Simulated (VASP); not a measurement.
Al2Au: single point with PBE

Crystal: Al2Au.

```xyz
3
Lattice="0.0000 2.9998 2.9998 2.9998 0.0000 2.9998 2.9998 2.9998 0.0000" Properties=species:S:1:pos:R:3 pbc="T T T"
Al    1.4999    1.4999    1.4999
Al    4.4997    4.4997    4.4997
Au    0.0000    0.0000    0.0000
```

This cell differs from its parent crystal: volume scaled by 0.97.

* Program: VASP 6.6.1
* Task: single point
* Functional: PBE
* Potentials or basis: VASP PAW PBE potentials, release 64 (Al, Au)
* Cutoff: 520 eV
* k mesh: 12 × 12 × 12
* Occupations: gaussian, width 0.1 eV
* Spin: no spin polarisation
* Dipole correction: no
* Further INCAR settings: ALGO = Normal; EDIFF = 1e-06; NBANDS = 16

* Pressure: 3.2 GPa

Levels at points of the mesh, in eV from the Fermi level:
| k point | band 5 | band 6 | band 7 | band 8 | band 9 | band 10 | band 11 | band 12 | band 13 | band 14 |
| --- | --- | --- | --- | --- | --- | --- | --- | --- | --- | --- |
| (0.00, 0.00, 0.00) | -5.65 | -5.65 | 2.23 | 2.95 | 2.95 | 2.95 | 3.90 | 3.90 | 3.90 | 5.73 |
| (0.50, 0.00, 0.00) | -5.53 | -5.53 | -5.46 | 0.35 | 0.35 | 3.28 | 3.59 | 3.80 | 3.80 | 8.83 |
| (0.50, 0.50, 0.00) | -5.80 | -5.35 | -5.03 | -2.12 | -2.12 | 1.25 | 2.09 | 7.63 | 9.81 | 9.81 |

Run time: 35 s on 1 thread of Intel(R) Xeon(R) Platinum 8488C (Sapphire Rapids) (shared host), peak memory 0.21 GiB.

Caveat: spin-orbit coupling is left out, which moves the levels of the heavy elements.
